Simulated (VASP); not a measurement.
# NaTiPt3 (Pm-3m) in VASP: relaxation of cell and atoms with PBE

Aim: the relaxation of cell and atoms of NaTiPt3 with PBE.

Everything below comes from runs of VASP 6.6.1. Logs are shortened: lines on timing, memory, paths and dates and some standing lists are left out, and cuts for length are marked.

## 1. The cell of the first run

It takes space group Pm-3m (No. 221, cubic). The conventional cell has a = 4.310 Å, b = 4.310 Å, c = 4.310 Å, α = 90.00°, β = 90.00°, γ = 90.00°. Within 4.0 Å of Na (site symmetry m-3m) lie 12 Pt at 3.05 Å and 8 Ti at 3.73 Å. Ti (site symmetry m-3m) has 6 Pt at 2.15 Å within 2.9 Å. Pt (site symmetry 4/mmm) has 2 Ti at 2.15 Å within 2.9 Å.

## 2. Relaxation of cell and atoms, PBE

File INCAR:

```
  PREC = Accurate
  ENCUT = 600
  EDIFF = 1E-6
  ISMEAR = 0
  SIGMA = 0.1
  LREAL = F
  LASPH = T
  NELM = 100
  ALGO = Fast
  ISIF = 3
  LWAVE = F
  LCHARG = F
  GGA = PE
  IBRION = 2
  NSW = 90
  EDIFFG = -0.04
```

File KPOINTS:

```
Automatic mesh
0
Gamma
  4 4 4
```

File POSCAR:

```
NaTiPt3
1.0
    4.3096983300      0.0000000000      0.0000000000
    0.0000000000      4.3096983300      0.0000000000
    0.0000000000      0.0000000000      4.3096983300
Na Ti Pt
1 1 3
Direct
    0.0000000000      0.0000000000      0.0000000000
    0.5000000000      0.5000000000      0.5000000000
    0.0000000000      0.5000000000      0.5000000000
    0.5000000000      0.0000000000      0.5000000000
    0.5000000000      0.5000000000      0.0000000000
```

Potentials or basis: VASP PAW PBE potentials, release 64 (Na_pv, Ti_sv, Pt).

Run with:

```console
> cat potpaw_PBE.64/Na_pv/POTCAR potpaw_PBE.64/Ti_sv/POTCAR potpaw_PBE.64/Pt/POTCAR > POTCAR
> mpirun -np 1 vasp_std > vasp.out
```

OUTCAR:

```text
PREC = Accurate
   ENCUT = 600
   EDIFF = 1E-6
   ISMEAR = 0
   LREAL = F
   LASPH = T
   NELM = 100
   ISIF = 3
   GGA = PE
   IBRION = 2
   NSW = 90
   EDIFFG = -0.04

 ion  position               nearest neighbor table
   1  0.000  0.000  0.000-   3 3.05   4 3.05   5 3.05   3 3.05   4 3.05   3 3.05   5 3.05   3 3.05
                             4 3.05   5 3.05   4 3.05   5 3.05
   2  0.500  0.500  0.500-   3 2.15   4 2.15   5 2.15   5 2.15   4 2.15   3 2.15
   3  0.000  0.500  0.500-   2 2.15   2 2.15   4 3.05   5 3.05   1 3.05   5 3.05   1 3.05   4 3.05
                             1 3.05   1 3.05   4 3.05   5 3.05   5 3.05   4 3.05
   4  0.500  0.000  0.500-   2 2.15   2 2.15   3 3.05   5 3.05   1 3.05   5 3.05   1 3.05   3 3.05
                             5 3.05   5 3.05   1 3.05   3 3.05   1 3.05   3 3.05
   5  0.500  0.500  0.000-   2 2.15   2 2.15   3 3.05   4 3.05   1 3.05   3 3.05   4 3.05   1 3.05
                             4 3.05   4 3.05   1 3.05   3 3.05   3 3.05   1 3.05

  LATTYP: Found a simple cubic cell.
 ALAT       =     4.3096983300

  Lattice vectors:

 A1 = (   4.3096983300,   0.0000000000,   0.0000000000)
 A2 = (   0.0000000000,   4.3096983300,   0.0000000000)
 A3 = (   0.0000000000,   0.0000000000,   4.3096983300)

Analysis of symmetry for initial positions (statically):
=====================================================================
 Subroutine PRICEL returns:
 Original cell was already a primitive cell.

 Routine SETGRP: Setting up the symmetry group for a
 simple cubic supercell.

 Subroutine GETGRP returns: Found 48 space group operations
 (whereof 48 operations were pure point group operations)
 out of a pool of 48 trial point group operations.

The static configuration has the point symmetry O_h .

Analysis of symmetry for dynamics (positions and initial velocities):
=====================================================================
 Subroutine PRICEL returns:
 Original cell was already a primitive cell.

 Routine SETGRP: Setting up the symmetry group for a
 simple cubic supercell.

 Subroutine GETGRP returns: Found 48 space group operations
 (whereof 48 operations were pure point group operations)
 out of a pool of 48 trial point group operations.

The dynamic configuration has the point symmetry O_h .

 Subroutine INISYM returns: Found 48 space group operations
 (whereof 48 operations are pure point group operations),
 and found     1 'primitive' translations

----------------------------------------------------------------------------------------

                                     Primitive cell

  volume of cell :      80.0462

  direct lattice vectors                    reciprocal lattice vectors
     4.309698330  0.000000000  0.000000000     0.232034802  0.000000000  0.000000000
     0.000000000  4.309698330  0.000000000     0.000000000  0.232034802  0.000000000
     0.000000000  0.000000000  4.309698330     0.000000000  0.000000000  0.232034802

  length of vectors
     4.309698330  4.309698330  4.309698330     0.232034802  0.232034802  0.232034802

  position of ions in fractional coordinates (direct lattice)
     0.000000000  0.000000000  0.000000000
     0.500000000  0.500000000  0.500000000
     0.000000000  0.500000000  0.500000000
     0.500000000  0.000000000  0.500000000
     0.500000000  0.500000000  0.000000000

  ion indices of the primitive-cell ions
   primitive index   ion index
                 1           1
                 2           2
                 3           3
                 4           4
                 5           5

----------------------------------------------------------------------------------------

 KPOINTS: Automatic mesh

Automatic generation of k-mesh.
 Grid dimensions read from file:
 generate k-points for:    4    4    4

 Generating k-lattice:

  Cartesian coordinates                     Fractional coordinates (reciprocal lattice)
     0.058008701  0.000000000  0.000000000     0.250000000  0.000000000  0.000000000
     0.000000000  0.058008701  0.000000000     0.000000000  0.250000000  0.000000000
     0.000000000  0.000000000  0.058008701     0.000000000  0.000000000  0.250000000

  Length of vectors
     0.058008701  0.058008701  0.058008701

  Shift w.r.t. Gamma in fractional coordinates (k-lattice)
     0.000000000  0.000000000  0.000000000

 Subroutine IBZKPT returns following result:
 ===========================================

 Found     10 irreducible k-points:

 Following reciprocal coordinates:
            Coordinates               Weight
  0.000000  0.000000  0.000000      1.000000
  0.250000  0.000000  0.000000      6.000000
  0.500000  0.000000  0.000000      3.000000
  0.250000  0.250000  0.000000     12.000000
  0.500000  0.250000  0.000000     12.000000
  0.500000  0.500000  0.000000      3.000000
  0.250000  0.250000  0.250000      8.000000
  0.500000  0.250000  0.250000     12.000000
  0.500000  0.500000  0.250000      6.000000
  0.500000  0.500000  0.500000      1.000000
   k-points           NKPTS =     10   k-points in BZ     NKDIM =     10   number of bands    NBANDS=     29
   number of dos      NEDOS =    301   number of ions     NIONS =      5
   total plane-waves  NPLWV =  46656
   dimension x,y,z NGX =    36 NGY =   36 NGZ =   36
   dimension x,y,z NGXF=    72 NGYF=   72 NGZF=   72
   ions per type =               1   1   3
   NGX,Y,Z   is equivalent  to a cutoff of  13.89, 13.89, 13.89 a.u.
   NGXF,Y,Z  is equivalent  to a cutoff of  27.77, 27.77, 27.77 a.u.
 SYSTEM =  unknown system
   PREC   = accura    normal or accurate (medium, high low for compatibility)
   ISTART =      0    job   : 0-new  1-cont  2-samecut
   ICHARG =      2    charge: 1-file 2-atom 10-const
   ISPIN  =      1    spin polarized calculation?
   LNONCOLLINEAR =      F non collinear calculations
   LSORBIT =      F    spin-orbit coupling
   LASPH  =      T    aspherical Exc in radial PAW
   ENCUT  =  600.0 eV  44.10 Ry    6.64 a.u.   8.61  8.61  8.61*2*pi/ulx,y,z
   NELM   =    100;   NELMIN=  2; NELMDL= -5     # of ELM steps
   EDIFF  = 0.1E-05   stopping-criterion for ELM
   LREAL  =      F    real-space projection
   EDIFFG = -.4E-01   stopping-criterion for IOM
   NSW    =     90    number of steps for IOM
   IBRION =      2    ionic relax: 0-MD 1-quasi-New 2-CG
   NFREE  =      1    steps in history (QN), initial steepest desc. (CG)
   ISIF   =      3    stress and relaxation
   ISYM   =      2    0-nonsym 1-usesym 2-fastsym
   POTIM  = 0.5000    time-step for ionic-motion
   TEBEG  =    0.0;   TEEND  =   0.0 temperature during run
   PSTRESS=    0.0 pullay stress
   NELECT =      49.0000    total number of electrons
   NUPDOWN=      -1.0000    fix difference up-down
   EMIN   =  10.00;   EMAX   =-10.00  energy-range for DOS
   EFERMI =   0.00;   METHOD = LEGACY
   ISMEAR =     0;   SIGMA  =   0.10  broadening in eV -4-tet -1-fermi 0-gaus
   EFERMI_NEDOS =   21; number of points for ismear=-14 and -15
   IALGO  =     68    algorithm
   IMIX   =      4    mixing-type and parameters
     AMIX     =   0.40;   BMIX     =  1.00
     AMIX_MAG =   1.60;   BMIX_MAG =  1.00
  volume/ion in A,a.u.               =      16.01       108.04
  Fermi-wavevector in a.u.,A,eV,Ry     =   1.390038  2.626791 26.289251  1.932205
  Thomas-Fermi vector in A             =   2.514011
   LORBIT       =      0    0 simple, 1 ext, 2 COOP (PROOUT), +10 PAW based schemes
   GGA     = PE    functional components
   LHFCALC =     F    Hartree Fock is set to
   AEXX    =    0.0000 exact exchange contribution
   IVDW    =     0    specifies the selected vdW correction
   LEPSILON=     F    determine dielectric tensor
   LRPA    =     F    only Hartree local field effects (RPA)
 conjugate gradient relaxation of ions
 non-spin polarized calculation
 RMM-DIIS sequential band-by-band and
 Gauss-broadening in eV      SIGMA  =   0.10
  energy-cutoff  :      600.00
  volume of cell :       80.05
 maximum number of plane-waves:      2721
 NGX is ok and might be reduce to    36
   NGX = 17   NGY = 17   NGZ = 17

--------------------------------------- Ionic step        1  -------------------------------------------

 number of electron      49.0000007 magnetization

 Free energy of the ion-electron system (eV)
  ---------------------------------------------------
  ext. energy  EPLUGINS =         0.00000000
  ---------------------------------------------------
  free energy    TOTEN  =       -22.85667361 eV

  energy without entropy =      -22.83037002  energy(sigma->0) =      -22.84352181

------------------------ aborting loop EDIFF was not reached (unconverged)  ----------------------------

  FORCE on cell =-STRESS in cart. coord.  units (eV):
  Direction    XX          YY          ZZ          XY          YZ          ZX
  --------------------------------------------------------------------------------------
  -------------------------------------------------------------------------------------
  Total       25.8272403     25.8272403     25.8272403     -0.0000000     -0.0000000      0.0000000
  in kB      516.9493236    516.9493236    516.9493236     -0.0000000     -0.0000000      0.0000000
  external PRESSURE =     516.9493236 kB  Pullay stress =       0.0000000 kB
[... 24 lines left out ...]
  energy  without entropy=      -22.8303700202  energy(sigma->0) =      -22.84352181

--------------------------------------- Ionic step        2  -------------------------------------------

 number of electron      49.0000022 magnetization

 E-fermi :   1.8694     XC(G=0):  -8.5325

 val. band max:        1.8154549292   @ k =   0.5000   0.5000   0.0000
 cond. band min:       1.8915122020   @ k =   0.5000   0.5000   0.5000
 fundamental gap:      0.0760572727
 Fermi energy:         1.8693616282

 k-point     1 :       0.0000    0.0000    0.0000
  band No.  band energies     occupation
      1     -55.9917      2.00000
      2     -32.2068      2.00000
      3     -32.2068      2.00000
      4     -32.2068      2.00000
      5     -21.9469      2.00000
      6     -21.9469      2.00000
[... 384 lines left out ...]
  energy  without entropy=      -26.2623426654  energy(sigma->0) =      -26.27472362

--------------------------------------- Ionic step        4  -------------------------------------------

 number of electron      48.9999995 magnetization

 Free energy of the ion-electron system (eV)
  ---------------------------------------------------
  ext. energy  EPLUGINS =         0.00000000
  ---------------------------------------------------
  free energy    TOTEN  =       -26.30488502 eV

  energy without entropy =      -26.28147420  energy(sigma->0) =      -26.29317961

 E-fermi :   4.7850     XC(G=0): -10.2235

 val. band max:        4.6203309669   @ k =   0.2500   0.2500   0.0000
 cond. band min:       4.8011890660   @ k =   0.2500   0.2500   0.2500
 fundamental gap:      0.1808580991
 Fermi energy:         4.7850154991

 k-point     1 :       0.0000    0.0000    0.0000
  band No.  band energies     occupation
      1     -52.6382      2.00000
      2     -28.9125      2.00000
      3     -28.9125      2.00000
      4     -28.9125      2.00000
      5     -18.2913      2.00000
      6     -18.2913      2.00000
[... 309 lines left out ...]
     28       4.8766      0.19508
     29       7.6499      0.00000

------------------------ aborting loop because EDIFF is reached ----------------------------------------

  FORCE on cell =-STRESS in cart. coord.  units (eV):
  Direction    XX          YY          ZZ          XY          YZ          ZX
  --------------------------------------------------------------------------------------
  -------------------------------------------------------------------------------------
  Total       -0.0164080     -0.0164080     -0.0164080      0.0000000      0.0000000     -0.0000000
  in kB       -0.2419380     -0.2419380     -0.2419380      0.0000000      0.0000000     -0.0000000
  external PRESSURE =      -0.2419380 kB  Pullay stress =       0.0000000 kB

 VOLUME and BASIS-vectors are now :
 -----------------------------------------------------------------------------
  energy-cutoff  :      600.00
  volume of cell :      108.66
      direct lattice vectors                 reciprocal lattice vectors
     4.771856345 -0.000000000  0.000000000     0.209562050  0.000000000 -0.000000000
    -0.000000000  4.771856345 -0.000000000     0.000000000  0.209562050  0.000000000
     0.000000000 -0.000000000  4.771856345    -0.000000000  0.000000000  0.209562050
[... 11 lines left out ...]
  FREE ENERGIE OF THE ION-ELECTRON SYSTEM (eV)
  ---------------------------------------------------
  free  energy   TOTEN  =       -26.3048850191 eV

  energy  without entropy=      -26.2814741963  energy(sigma->0) =      -26.29317961

 reached required accuracy - stopping structural energy minimisation
```

Wall time 6.3 min (1 thread of Intel Xeon 6975P-C (Granite Rapids), shared host); peak memory 0.22 GiB.

Results:

| Item | Value |
| --- | --- |
| Free energy | -26.3049 eV |
| Relaxed volume | 21.73 Å³/atom |
| Relaxed cell | a = 4.772 Å, b = 4.772 Å, c = 4.772 Å, α = 90.00°, β = 90.00°, γ = 90.00° |
| Space group after relaxing (to 0.05 Å) | Pm-3m (No. 221) |
| Energy gained by relaxing | 689.6 meV/atom |
| Ionic steps | 4 |
| Pressure after relaxing | 0.0 GPa |

The path:
```csv
step,energy change (eV),largest force (eV/Å),pressure (GPa),volume (Å³)
1,0.0000,0.0000,51.69,80.05
2,-0.5871,0.0000,-11.77,156.04
3,-3.4304,0.0000,-0.50,109.30
4,-3.4482,0.0000,-0.02,108.66
```

Final structure:
```
CELL_PARAMETERS angstrom
4.77186 0.00000 0.00000
0.00000 4.77186 0.00000
0.00000 0.00000 4.77186
ATOMIC_POSITIONS crystal
Na 0.00000 0.00000 0.00000
Ti 0.50000 0.50000 0.50000
Pt 0.00000 0.50000 0.50000
Pt 0.50000 0.00000 0.50000
Pt 0.50000 0.50000 0.00000
```

Caveat: the k points lie up to 0.33 Å⁻¹ apart in the final cell; the volume moved by over 15 % at a fixed basis, so the end points are rough; spin-orbit coupling is left out, which moves the levels of the heavy elements.
